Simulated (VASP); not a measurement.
# As (Im-3m) in VASP: a series of runs

Runs on As. Level: PBE. Tasks: relaxation of cell and atoms.

Program: VASP 6.6.1. These are calculated values, not measurements. Logs are shortened: lines on timing, memory, paths and dates and some standing lists are left out, and cuts for length are marked.

## 1. The cell of the first run

Symmetry: Im-3m, No. 229, cubic system. Conventional cell: a = 3.362 Å, b = 3.362 Å, c = 3.362 Å, α = 90.00°, β = 90.00°, γ = 90.00°. Within 3.8 Å of As (site symmetry m-3m) lie 14 As at 2.91 to 3.36 Å.

This isn't the form of As at room conditions, which is rhombohedral.

## 2. Relaxation of cell and atoms, PBE, non-collinear spin, zero start, spin-orbit coupling

The input, INCAR:

```
PREC = Accurate ; ENCUT = 600
EDIFF = 1E-7 ; ISMEAR = -1
SIGMA = 0.05 ; LREAL = F
LASPH = T ; NELM = 150
ALGO = Normal ; ISIF = 3
LWAVE = F ; LCHARG = F
MAGMOM = 0 0 0 ; LORBIT = 11
LSORBIT = T ; GGA_COMPAT = F
LORBMOM = T ; GGA = PE
IBRION = 2 ; NSW = 60
EDIFFG = -0.005
```

The input, KPOINTS:

```
regular mesh
0
Gamma
  17 17 17
```

The input, POSCAR:

```
As
1.0
   -1.6809877034      1.6809877034      1.6809877034
    1.6809877034     -1.6809877034      1.6809877034
    1.6809877034      1.6809877034     -1.6809877034
As
1
Direct
    0.0000000000      0.0000000000      0.0000000000
```

Potentials or basis: VASP PAW PBE potentials, release 64 (As).

Launch:

```sh
$ cat potpaw_PBE.64/As/POTCAR > POTCAR
$ mpirun -np 1 vasp_ncl > vasp.out
```

OUTCAR:

```text
PREC = Accurate
   ENCUT = 600
   EDIFF = 1E-7
   ISMEAR = -1
   LREAL = F
   LASPH = T
   NELM = 150
   ISIF = 3
   LORBIT = 11
   LSORBIT = T
   GGA = PE
   IBRION = 2
   NSW = 60
   EDIFFG = -0.005

 ion  position               nearest neighbor table
   1  0.000  0.000  0.000-

  LATTYP: Found a body centered cubic cell.
 ALAT       =     3.3619754068

  Lattice vectors:

 A1 = (  -1.6809877034,   1.6809877034,   1.6809877034)
 A2 = (   1.6809877034,  -1.6809877034,   1.6809877034)
 A3 = (   1.6809877034,   1.6809877034,  -1.6809877034)

Analysis of symmetry for initial positions (statically):
=====================================================================
 Subroutine PRICEL returns:
 Original cell was already a primitive cell.

 Routine SETGRP: Setting up the symmetry group for a
 body centered cubic supercell.

 Subroutine GETGRP returns: Found 48 space group operations
 (whereof 48 operations were pure point group operations)
 out of a pool of 48 trial point group operations.

The static configuration has the point symmetry O_h .

Analysis of symmetry for dynamics (positions and initial velocities):
=====================================================================
 Subroutine PRICEL returns:
 Original cell was already a primitive cell.

 Routine SETGRP: Setting up the symmetry group for a
 body centered cubic supercell.

 Subroutine GETGRP returns: Found 48 space group operations
 (whereof 48 operations were pure point group operations)
 out of a pool of 48 trial point group operations.

The dynamic configuration has the point symmetry O_h .

Analysis of structural, dynamic, and magnetic symmetry:
=====================================================================
 Subroutine PRICEL returns:
 Original cell was already a primitive cell.

 Routine SETGRP: Setting up the symmetry group for a
 body centered cubic supercell.

 Subroutine GETGRP returns: Found 48 space group operations
 (whereof 48 operations were pure point group operations)
 out of a pool of 48 trial point group operations.

The overall configuration has the point symmetry O_h .

 Subroutine INISYM returns: Found 48 space group operations
 (whereof 48 operations are pure point group operations),
 and found     1 'primitive' translations

----------------------------------------------------------------------------------------

                                     Primitive cell

  volume of cell :      19.0000

  direct lattice vectors                    reciprocal lattice vectors
    -1.680987703  1.680987703  1.680987703     0.000000000  0.297444175  0.297444175
     1.680987703 -1.680987703  1.680987703     0.297444175  0.000000000  0.297444175
     1.680987703  1.680987703 -1.680987703     0.297444175  0.297444175  0.000000000

  length of vectors
     2.911556109  2.911556109  2.911556109     0.420649586  0.420649586  0.420649586

  position of ions in fractional coordinates (direct lattice)
     0.000000000  0.000000000  0.000000000

  ion indices of the primitive-cell ions
   primitive index   ion index
                 1           1

----------------------------------------------------------------------------------------

 KPOINTS: regular mesh

Automatic generation of k-mesh.
 Grid dimensions read from file:
 generate k-points for:   17   17   17

 Generating k-lattice:

  Cartesian coordinates                     Fractional coordinates (reciprocal lattice)
     0.000000000  0.017496716  0.017496716     0.058823529  0.000000000  0.000000000
     0.017496716  0.000000000  0.017496716     0.000000000  0.058823529  0.000000000
     0.017496716  0.017496716  0.000000000     0.000000000  0.000000000  0.058823529

  Length of vectors
     0.024744093  0.024744093  0.024744093

  Shift w.r.t. Gamma in fractional coordinates (k-lattice)
     0.000000000  0.000000000  0.000000000

[... 70 lines left out ...]
     AMIX_MAG =   1.60;   BMIX_MAG =  1.00
  volume/ion in A,a.u.               =      19.00       128.22
  Fermi-wavevector in a.u.,A,eV,Ry     =   1.049092  1.982497 14.974495  1.100594
  Thomas-Fermi vector in A             =   2.184041
   LORBIT       =     11    0 simple, 1 ext, 2 COOP (PROOUT), +10 PAW based schemes
   GGA     = PE    functional components
   LHFCALC =     F    Hartree Fock is set to
   AEXX    =    0.0000 exact exchange contribution
   IVDW    =     0    specifies the selected vdW correction
   LEPSILON=     F    determine dielectric tensor
   LRPA    =     F    only Hartree local field effects (RPA)
 conjugate gradient relaxation of ions
  energy-cutoff  :      600.00
  volume of cell :       19.00
 maximum number of plane-waves:      1304
   NGX = 11   NGY = 11   NGZ = 11

--------------------------------------- Ionic step        1  -------------------------------------------

 number of electron       5.0000000 magnetization       0.0000000      0.0000000      0.0000000

 number of electron       5.0000000 magnetization      -0.0000000      0.0000000     -0.0000000

 number of electron       5.0000000 magnetization       0.0000000     -0.0000000      0.0000000

 Free energy of the ion-electron system (eV)
  ---------------------------------------------------
  ext. energy  EPLUGINS =         0.00000000
  ---------------------------------------------------
  free energy    TOTEN  =        -4.24296107 eV

  energy without entropy =       -4.23681409  energy(sigma->0) =       -4.23988758

------------------------ aborting loop because EDIFF is reached ----------------------------------------

  FORCE on cell =-STRESS in cart. coord.  units (eV):
  Direction    XX          YY          ZZ          XY          YZ          ZX
  --------------------------------------------------------------------------------------
  -------------------------------------------------------------------------------------
  Total        0.0591375      0.0591375      0.0591375      0.0000000      0.0000000     -0.0000000
  in kB        4.9867798      4.9867798      4.9867798      0.0000000      0.0000000     -0.0000000
  external PRESSURE =       4.9867798 kB  Pullay stress =       0.0000000 kB
[... 61 lines left out ...]
 number of electron       4.9999999 magnetization       0.0000000     -0.0000000      0.0000000

 number of electron       4.9999999 magnetization      -0.0000000      0.0000000     -0.0000000

 Free energy of the ion-electron system (eV)
  ---------------------------------------------------
  ext. energy  EPLUGINS =         0.00000000
  ---------------------------------------------------
  free energy    TOTEN  =        -4.24313799 eV

  energy without entropy =       -4.23700540  energy(sigma->0) =       -4.24007170

 E-fermi :   6.4194     XC(G=0): -10.7544

 val. band max:        6.4093969608   @ k =  -0.3529   0.3529   0.2353
 cond. band min:       6.4303641516   @ k =   0.2353   0.1176   0.1176
 fundamental gap:      0.0209671908
 Fermi energy:         6.4193583620

 k-point     1 :       0.0000    0.0000    0.0000
  band No.  band energies     occupation
      1      -8.6028      1.00000
      2      -8.6028      1.00000
      3      11.8977      0.00000
      4      11.8977      0.00000
      5      12.4835      0.00000
      6      12.4835      0.00000
      7      12.4835      0.00000
      8      12.4835      0.00000
      9      19.4229      0.00000
     10      19.4229      0.00000
     11      19.4231      0.00000
     12      19.4243      0.00000
[... 331 lines left out ...]
 k-point    24 :       0.1765    0.1765    0.0000
  band No.  band energies     occupation
      1      -6.3458      1.00000
      2      -6.3458      1.00000
      3       5.0413      1.00000
      4       5.0413      1.00000
      5       7.5347      0.00000
      6       7.5347      0.00000
      7      10.4075      0.00000
      8      10.4075      0.00000
      9      16.4313      0.00000
     10      16.4313      0.00000
     11      17.7247      0.00000
     12      17.7247      0.00000

 [... further k-points ...]

------------------------ aborting loop because EDIFF is reached ----------------------------------------

  FORCE on cell =-STRESS in cart. coord.  units (eV):
  Direction    XX          YY          ZZ          XY          YZ          ZX
  --------------------------------------------------------------------------------------
  -------------------------------------------------------------------------------------
  Total        0.0008509      0.0008509      0.0008509     -0.0000000     -0.0000000      0.0000000
  in kB        0.0713209      0.0713209      0.0713209     -0.0000000     -0.0000000      0.0000000
  external PRESSURE =       0.0713209 kB  Pullay stress =       0.0000000 kB
[... 16 lines left out ...]
  FREE ENERGIE OF THE ION-ELECTRON SYSTEM (eV)
  ---------------------------------------------------
  free  energy   TOTEN  =        -4.2431379893 eV

  energy  without entropy=       -4.2370054008  energy(sigma->0) =       -4.24007170

 reached required accuracy - stopping structural energy minimisation

 orbital moment (x)

 # of ion     p       d       tot
 ----------------------------------------
  1        -0.000  -0.000  -0.000
 ----------------------------------------
           -0.000  -0.000  -0.000

 orbital moment (y)

 # of ion     p       d       tot
 ----------------------------------------
  1        -0.000   0.000  -0.000
 ----------------------------------------
           -0.000   0.000  -0.000

 orbital moment (z)

 # of ion     p       d       tot
 ----------------------------------------
  1         0.000  -0.000  -0.000
 ----------------------------------------
            0.000  -0.000  -0.000

 Spin-Orbit-Coupling matrix elements

 Ion:    1  E_soc:     -0.0267972
 l=   1
     0.0000000    -0.0044520    -0.0044520
    -0.0044520     0.0000000    -0.0044520
    -0.0044520    -0.0044520     0.0000000
 l=   2
     0.0000000    -0.0000035     0.0000000    -0.0000035    -0.0000107
    -0.0000035     0.0000000    -0.0000081    -0.0000035    -0.0000027
     0.0000000    -0.0000081     0.0000000    -0.0000081     0.0000000
    -0.0000035    -0.0000035    -0.0000081     0.0000000    -0.0000027
    -0.0000107    -0.0000027     0.0000000    -0.0000027     0.0000000
 l=   3
     0.0000000     0.0000000     0.0000000     0.0000000     0.0000000     0.0000000     0.0000000
     0.0000000     0.0000000     0.0000000     0.0000000     0.0000000     0.0000000     0.0000000
     0.0000000     0.0000000     0.0000000     0.0000000     0.0000000     0.0000000     0.0000000
     0.0000000     0.0000000     0.0000000     0.0000000     0.0000000     0.0000000     0.0000000
     0.0000000     0.0000000     0.0000000     0.0000000     0.0000000     0.0000000     0.0000000
     0.0000000     0.0000000     0.0000000     0.0000000     0.0000000     0.0000000     0.0000000
     0.0000000     0.0000000     0.0000000     0.0000000     0.0000000     0.0000000     0.0000000

 total charge

# of ion       s       p       d       tot
------------------------------------------
    1        1.339   1.222   0.049   2.609

 magnetization (x)

# of ion       s       p       d       tot
------------------------------------------
    1       -0.000  -0.000  -0.000  -0.000

 magnetization (y)

# of ion       s       p       d       tot
------------------------------------------
    1        0.000   0.000   0.000   0.000

 magnetization (z)

# of ion       s       p       d       tot
------------------------------------------
    1        0.000  -0.000   0.000  -0.000
```

It took 98 s on 1 thread of AMD EPYC 7R13 (Zen 3), shared host; peak memory 0.22 GiB.

What came out:

- Free energy: -4.2431 eV
- Relaxed volume: 19.11 Å³/atom
- Relaxed cell: a = 2.917 Å, b = 2.917 Å, c = 2.917 Å, α = 109.47°, β = 109.47°, γ = 109.47°
- Space group after relaxing (to 0.1 Å): Im-3m (No. 229)
- Energy gained by relaxing: 0.2 meV/atom
- Ionic steps: 3
- Pressure after relaxing: 0.0 GPa
- Net moment: 0.00 μB per cell
- Valence electrons inside the program's atomic spheres: As 2.61

Step by step:
```tsv
step	energy change (eV)	largest force (eV/Å)	pressure (GPa)	volume (Å³)
1	0.0000	0.0000	0.50	19.00
2	-0.0001	0.0000	-0.20	19.16
3	-0.0002	0.0000	0.01	19.11
```

Final structure:
```
CELL_PARAMETERS angstrom
-1.68437 1.68437 1.68437
1.68437 -1.68437 1.68437
1.68437 1.68437 -1.68437
ATOMIC_POSITIONS crystal
As 0.00000 0.00000 0.00000
```

Moments on the atoms (μB; x, y, z):
```
As  0.00 0.00 0.00
```

(Part 1 of 2 ends here.)
